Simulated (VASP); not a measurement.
# SrO (Fm-3m) in VASP: a series of runs

Runs on SrO. Level: PBE. Tasks: single point, relaxation of cell and atoms.

Everything below comes from runs of VASP 6.6.1. Logs are shortened: lines on timing, memory, paths and dates and some standing lists are left out, and cuts for length are marked.

## 1. The cell of the first run

Symmetry: Fm-3m, No. 225, cubic system. Conventional cell: a = 5.195 Å, b = 5.195 Å, c = 5.195 Å, α = 90.00°, β = 90.00°, γ = 90.00°. Within 3.4 Å of Sr (site symmetry m-3m) lie 6 O at 2.60 Å. O (site symmetry m-3m) has 6 Sr at 2.60 Å within 3.4 Å.

## 2. Single point, PBE

File INCAR:

```
ALGO = Normal
EDIFF = 1E-6
ENCUT = 520
GGA = PE
ISIF = 2
ISMEAR = 0
LASPH = True
LCHARG = False
LREAL = False
LWAVE = False
NBANDS = 15
NELM = 60
PREC = Accurate
SIGMA = 0.02
```

File KPOINTS:

```
k-points
0
Gamma
  8 8 8
```

File POSCAR:

```
SrO
1.0
    0.0000000000      2.5973730511      2.5973730511
    2.5973730511      0.0000000000      2.5973730511
    2.5973730511      2.5973730511      0.0000000000
Sr O
1 1
Direct
    0.5000000000      0.5000000000      0.5000000000
    0.0000000000      0.0000000000      0.0000000000
```

Potentials or basis: VASP PAW PBE potentials, release 64 (Sr_sv, O).

Run with:

```sh
$ cat potpaw_PBE.64/Sr_sv/POTCAR potpaw_PBE.64/O/POTCAR > POTCAR
$ mpirun -np 1 vasp_std > vasp.out
```

OUTCAR:

```text
EDIFF = 1E-6
   ENCUT = 520
   GGA = PE
   ISIF = 2
   ISMEAR = 0
   LASPH = True
   LREAL = False
   NELM = 60
   PREC = Accurate

 ion  position               nearest neighbor table
   1  0.500  0.500  0.500-   2 2.60   2 2.60   2 2.60   2 2.60   2 2.60   2 2.60
   2  0.000  0.000  0.000-   1 2.60   1 2.60   1 2.60   1 2.60   1 2.60   1 2.60

  LATTYP: Found a face centered cubic cell.
 ALAT       =     5.1947461022

  Lattice vectors:

 A1 = (   0.0000000000,   2.5973730511,   2.5973730511)
 A2 = (   2.5973730511,   0.0000000000,   2.5973730511)
 A3 = (   2.5973730511,   2.5973730511,   0.0000000000)

Analysis of symmetry for initial positions (statically):
=====================================================================
 Subroutine PRICEL returns:
 Original cell was already a primitive cell.

 Routine SETGRP: Setting up the symmetry group for a
 face centered cubic supercell.

 Subroutine GETGRP returns: Found 48 space group operations
 (whereof 48 operations were pure point group operations)
 out of a pool of 48 trial point group operations.

The static configuration has the point symmetry O_h .

Analysis of symmetry for dynamics (positions and initial velocities):
=====================================================================
 Subroutine PRICEL returns:
 Original cell was already a primitive cell.

 Routine SETGRP: Setting up the symmetry group for a
 face centered cubic supercell.

 Subroutine GETGRP returns: Found 48 space group operations
 (whereof 48 operations were pure point group operations)
 out of a pool of 48 trial point group operations.

The dynamic configuration has the point symmetry O_h .

 Subroutine INISYM returns: Found 48 space group operations
 (whereof 48 operations are pure point group operations),
 and found     1 'primitive' translations

----------------------------------------------------------------------------------------

                                     Primitive cell

  volume of cell :      35.0456

  direct lattice vectors                    reciprocal lattice vectors
     0.000000000  2.597373051  2.597373051    -0.192502190  0.192502190  0.192502190
     2.597373051  0.000000000  2.597373051     0.192502190 -0.192502190  0.192502190
     2.597373051  2.597373051  0.000000000     0.192502190  0.192502190 -0.192502190

  length of vectors
     3.673240195  3.673240195  3.673240195     0.333423573  0.333423573  0.333423573

  position of ions in fractional coordinates (direct lattice)
     0.500000000  0.500000000  0.500000000
[... 83 lines left out ...]
   NFREE  =      0    steps in history (QN), initial steepest desc. (CG)
   ISIF   =      2    stress and relaxation
   ISYM   =      2    0-nonsym 1-usesym 2-fastsym
   POTIM  = 0.5000    time-step for ionic-motion
   TEBEG  =    0.0;   TEEND  =   0.0 temperature during run
   PSTRESS=    0.0 pullay stress
   NELECT =      16.0000    total number of electrons
   NUPDOWN=      -1.0000    fix difference up-down
   EMIN   =  10.00;   EMAX   =-10.00  energy-range for DOS
   EFERMI =   0.00;   METHOD = LEGACY
   ISMEAR =     0;   SIGMA  =   0.02  broadening in eV -4-tet -1-fermi 0-gaus
   EFERMI_NEDOS =   21; number of points for ismear=-14 and -15
   IALGO  =     38    algorithm
   IMIX   =      4    mixing-type and parameters
     AMIX     =   0.40;   BMIX     =  1.00
     AMIX_MAG =   1.60;   BMIX_MAG =  1.00
  volume/ion in A,a.u.               =      17.52       118.25
  Fermi-wavevector in a.u.,A,eV,Ry     =   1.260580  2.382151 21.620509  1.589063
  Thomas-Fermi vector in A             =   2.394083
   LORBIT       =      0    0 simple, 1 ext, 2 COOP (PROOUT), +10 PAW based schemes
   GGA     = PE    functional components
   LHFCALC =     F    Hartree Fock is set to
   AEXX    =    0.0000 exact exchange contribution
   IVDW    =     0    specifies the selected vdW correction
   LEPSILON=     F    determine dielectric tensor
   LRPA    =     F    only Hartree local field effects (RPA)
 non-spin polarized calculation
 Gauss-broadening in eV      SIGMA  =   0.02
  energy-cutoff  :      520.00
  volume of cell :       35.05
 maximum number of plane-waves:       960
   NGX = 13   NGY = 13   NGZ = 13

 number of electron      16.0000000 magnetization

 Free energy of the ion-electron system (eV)
  ---------------------------------------------------
  ext. energy  EPLUGINS =         0.00000000
  ---------------------------------------------------
  free energy    TOTEN  =       -12.05464234 eV

  energy without entropy =      -12.05464234  energy(sigma->0) =      -12.05464234

 E-fermi :   1.7299     XC(G=0):  -9.8827

 val. band max:        1.5212580858   @ k =   0.0000   0.0000   0.0000
 cond. band min:       4.8014122950   @ k =   0.5000   0.5000   0.0000
 fundamental gap:      3.2801542092
 Fermi energy:         1.7298717239

 k-point     1 :       0.0000    0.0000    0.0000
  band No.  band energies     occupation
      1     -30.9769      2.00000
      2     -13.5304      2.00000
      3     -12.6450      2.00000
      4     -12.6450      2.00000
      5     -12.6450      2.00000
      6       1.5213      2.00000
      7       1.5213      2.00000
      8       1.5213      2.00000
      9       5.2891      0.00000
     10       7.6632      0.00000
     11       7.6632      0.00000
     12       7.6632      0.00000
     13       9.7623      0.00000
     14       9.7623      0.00000
[... 401 lines left out ...]
      2     -14.7019      2.00000
      3     -12.9958      2.00000
      4     -12.8512      2.00000
      5     -11.8003      2.00000
      6      -0.0173      2.00000
      7       0.6857      2.00000
      8       0.7493      2.00000
      9       7.7763      0.00000
     10       8.1309      0.00000
     11      10.5729      0.00000
     12      10.8207      0.00000
     13      12.8298      0.00000
     14      14.1279      0.00000
     15      14.4967      0.00000

 [... further k-points ...]
[... 5 lines left out ...]
  --------------------------------------------------------------------------------------
  -------------------------------------------------------------------------------------
  Total        0.1137756      0.1137756      0.1137756      0.0000000     -0.0000000      0.0000000
  in kB        5.2014778      5.2014778      5.2014778      0.0000000     -0.0000000      0.0000000
  external PRESSURE =       5.2014778 kB  Pullay stress =       0.0000000 kB

 VOLUME and BASIS-vectors are now :
 -----------------------------------------------------------------------------
  energy-cutoff  :      520.00
  volume of cell :       35.05
      direct lattice vectors                 reciprocal lattice vectors
     0.000000000  2.597373051  2.597373051    -0.192502190  0.192502190  0.192502190
     2.597373051  0.000000000  2.597373051     0.192502190 -0.192502190  0.192502190
     2.597373051  2.597373051  0.000000000     0.192502190  0.192502190 -0.192502190

 POSITION                                       TOTAL-FORCE (eV/Angst)
 -----------------------------------------------------------------------------------
      2.59737      2.59737      2.59737         0.000000      0.000000      0.000000
      0.00000      0.00000      0.00000        -0.000000      0.000000      0.000000
 -----------------------------------------------------------------------------------
    total drift:                                0.000000      0.000000      0.000000

  FREE ENERGIE OF THE ION-ELECTRON SYSTEM (eV)
  ---------------------------------------------------
  free  energy   TOTEN  =       -12.0546423419 eV

  energy  without entropy=      -12.0546423419  energy(sigma->0) =      -12.05464234
```

Run time: 15 s. Hardware: 1 thread of AMD EPYC 7R43 (Zen 3), shared host; peak memory 0.12 GiB.

Results:

```
Free energy            : -12.0546 eV
Pressure               : 0.5 GPa
Band gap on the k mesh : 3.28 eV, indirect (least direct gap 3.39 eV)
```

Levels at points of the mesh, in eV from the valence-band top:
| k point | band 6 | band 7 | band 8 | band 9 | band 10 | band 11 |
| --- | --- | --- | --- | --- | --- | --- |
| (0.00, 0.00, 0.00) | 0.00 | 0.00 | 0.00 | 3.77 | 6.14 | 6.14 |
| (0.50, 0.00, 0.00) | -2.11 | -1.08 | -1.08 | 6.42 | 8.21 | 8.67 |
| (0.50, 0.50, 0.00) | -0.48 | -0.11 | -0.11 | 3.28 | 7.57 | 9.97 |

A k mesh can miss the band edges. PBE gaps usually lie below the measured ones, often by a third to a half.

## 3. Relaxation of cell and atoms, PBE

This run uses another cell than the first one, of 16.90 Å³/atom, 0.965 times its volume.

File INCAR:

```
PREC = Accurate ; ENCUT = 600
EDIFF = 1E-6 ; ISMEAR = 0
SIGMA = 0.02 ; LREAL = False
LASPH = True ; NELM = 60
ALGO = Normal ; ISIF = 3
LWAVE = False ; LCHARG = False
GGA = PE ; IBRION = 2
NSW = 100 ; EDIFFG = -0.005
```

File KPOINTS:

```
Automatic mesh
0
Gamma
  8 8 8
```

File POSCAR:

```
SrO
1.0
    0.0000000000      2.5663000000      2.5663000000
    2.5663000000      0.0000000000      2.5663000000
    2.5663000000      2.5663000000      0.0000000000
Sr O
1 1
Direct
    0.5000000000      0.5000000000      0.5000000000
    0.0000000000      0.0000000000      0.0000000000
```

Potentials or basis: VASP PAW PBE potentials, release 64 (Sr_sv, O).

Run with:

```sh
$ cat potpaw_PBE.64/Sr_sv/POTCAR potpaw_PBE.64/O/POTCAR > POTCAR
$ mpirun -np 1 vasp_std > vasp.out
```

OUTCAR:

```text
PREC = Accurate
   ENCUT = 600
   EDIFF = 1E-6
   ISMEAR = 0
   LREAL = False
   LASPH = True
   NELM = 60
   ISIF = 3
   GGA = PE
   IBRION = 2
   NSW = 100
   EDIFFG = -0.005

 ion  position               nearest neighbor table
   1  0.500  0.500  0.500-   2 2.57   2 2.57   2 2.57   2 2.57   2 2.57   2 2.57
   2  0.000  0.000  0.000-   1 2.57   1 2.57   1 2.57   1 2.57   1 2.57   1 2.57

  LATTYP: Found a face centered cubic cell.
 ALAT       =     5.1326000000

  Lattice vectors:

 A1 = (   0.0000000000,   2.5663000000,   2.5663000000)
 A2 = (   2.5663000000,   0.0000000000,   2.5663000000)
 A3 = (   2.5663000000,   2.5663000000,   0.0000000000)

Analysis of symmetry for initial positions (statically):
=====================================================================
 Subroutine PRICEL returns:
 Original cell was already a primitive cell.
[... 187 lines left out ...]
      5     -12.3130      2.00000
      6       1.6882      2.00000
      7       1.6882      2.00000
      8       1.6882      2.00000
      9       5.7117      0.00000
     10       7.9119      0.00000
     11       7.9119      0.00000
     12       7.9119      0.00000
[... 416 lines left out ...]
--------------------------------------- Ionic step        3  -------------------------------------------

 number of electron      16.0000001 magnetization

 Free energy of the ion-electron system (eV)
  ---------------------------------------------------
  ext. energy  EPLUGINS =         0.00000000
  ---------------------------------------------------
  free energy    TOTEN  =       -12.05515040 eV

  energy without entropy =      -12.05515040  energy(sigma->0) =      -12.05515040

 E-fermi :   1.6506     XC(G=0):  -9.8576

 val. band max:        1.4963902059   @ k =   0.0000   0.0000   0.0000
 cond. band min:       4.7798601398   @ k =   0.5000   0.5000   0.0000
 fundamental gap:      3.2834699339
 Fermi energy:         1.6505515195

 k-point     1 :       0.0000    0.0000    0.0000
  band No.  band energies     occupation
      1     -31.0204      2.00000
      2     -13.5487      2.00000
      3     -12.6934      2.00000
      4     -12.6934      2.00000
      5     -12.6934      2.00000
      6       1.4964      2.00000
      7       1.4964      2.00000
      8       1.4964      2.00000
      9       5.2283      0.00000
     10       7.6270      0.00000
     11       7.6270      0.00000
     12       7.6270      0.00000
[... 374 lines left out ...]
  FREE ENERGIE OF THE ION-ELECTRON SYSTEM (eV)
  ---------------------------------------------------
  free  energy   TOTEN  =       -12.0551504049 eV

  energy  without entropy=      -12.0551504049  energy(sigma->0) =      -12.05515040

 reached required accuracy - stopping structural energy minimisation
```

OSZICAR:

```text
N       E                     dE             d eps       ncg     rms          rms(c)
DAV:   1     0.746972071328E+02    0.74697E+02   -0.88790E+03   696   0.140E+03
DAV:   2    -0.111240878934E+02   -0.85821E+02   -0.78790E+02   956   0.259E+02
DAV:   3    -0.141617229670E+02   -0.30376E+01   -0.30249E+01   996   0.472E+01
[... 27 lines left out ...]
DAV:   4    -0.120547441620E+02    0.90527E-03   -0.79793E-03  1056   0.666E-01    0.325E-01
DAV:   5    -0.120550740831E+02   -0.32992E-03   -0.29656E-04   812   0.192E-01    0.730E-02
DAV:   6    -0.120551377822E+02   -0.63699E-04   -0.42411E-04  1140   0.148E-01    0.420E-02
DAV:   7    -0.120551502260E+02   -0.12444E-04   -0.13856E-05  1128   0.317E-02    0.917E-03
DAV:   8    -0.120551504049E+02   -0.17895E-06   -0.83858E-07   428   0.101E-02
   3 F= -.12055150E+02 E0= -.12055150E+02  d E =-.164537E-01
```

Wall time 37 s (1 thread of AMD EPYC 7R43 (Zen 3), shared host); peak memory 0.15 GiB.

What came out:

```yaml
Free_energy: -12.0552 eV
Relaxed_volume: 17.62 Å³/atom
Relaxed_cell: a = 3.680 Å, b = 3.680 Å, c = 3.680 Å, α = 60.00°, β = 60.00°, γ = 60.00°
Space_group_after_relaxing_to_0.05_Å: Fm-3m (No. 225)
Energy_gained_by_relaxing: 8.2 meV/atom
Ionic_steps: 3
Pressure_after_relaxing: 0.0 GPa
Band_gap_on_the_k_mesh: 3.28 eV, indirect (least direct gap 3.39 eV)
```

The path:
```csv
step,energy change (eV),largest force (eV/Å),pressure (GPa),volume (Å³)
1,0.0000,0.0000,3.83,33.80
2,-0.0140,0.0000,-1.33,35.82
3,-0.0165,0.0000,0.01,35.23
```

Final structure:
```yaml
crystal:
  lattice:
    - [0.00000, 2.60197, 2.60197]
    - [2.60197, 0.00000, 2.60197]
    - [2.60197, 2.60197, 0.00000]
  atoms:
    - { symbol: Sr, position: [0.50000, 0.50000, 0.50000] }
    - { symbol: O, position: [0.00000, 0.00000, 0.00000] }
```

A k mesh can miss the band edges. PBE usually gives volumes a little too large and moduli too small.

## 4. Single point, PBE (volume scaled by 0.91)

File INCAR:

```
ALGO = Normal
EDIFF = 1E-6
ENCUT = 520
GGA = PE
ISIF = 2
ISMEAR = 0
LASPH = T
LCHARG = T
LELF = T
LREAL = F
LVHAR = T
LWAVE = F
NBANDS = 15
NELM = 60
PREC = Accurate
SIGMA = 0.02
```

File KPOINTS:

```
k-points
0
Gamma
  8 8 8
```

File POSCAR:

```
SrO
1.0
    0.0000000000      2.5169898307      2.5169898307
    2.5169898307      0.0000000000      2.5169898307
    2.5169898307      2.5169898307      0.0000000000
Sr O
1 1
Direct
    0.5000000000      0.5000000000      0.5000000000
    0.0000000000      0.0000000000      0.0000000000
```

Run with:

```sh
$ cat potpaw_PBE.64/Sr_sv/POTCAR potpaw_PBE.64/O/POTCAR > POTCAR
$ mpirun -np 1 vasp_std > vasp.out
```

Run time: 23 s. Hardware: 1 thread of Intel Xeon Platinum 8375C at 2.90GHz (Ice Lake), shared host; peak memory 0.16 GiB.

Results (log left out):

```
Free energy            : -11.9507 eV
Pressure               : 10.7 GPa
Band gap on the k mesh : 3.22 eV, indirect (least direct gap 3.26 eV)
```

Levels at points of the mesh, in eV from the valence-band top:
```csv
k point,band 5,band 6,band 7,band 8,band 9,band 10,band 11,band 12
"(0.00, 0.00, 0.00)",-13.74,0.00,0.00,0.00,4.46,6.34,6.34,6.34
"(0.50, 0.00, 0.00)",-12.52,-2.30,-1.27,-1.27,6.83,8.98,9.22,9.22
"(0.50, 0.50, 0.00)",-14.19,-0.31,-0.04,-0.04,3.22,8.30,10.60,10.97
```

Caveat: the cell differs from its parent crystal (volume scaled by 0.91).

(Continued in part 2 of 2.)
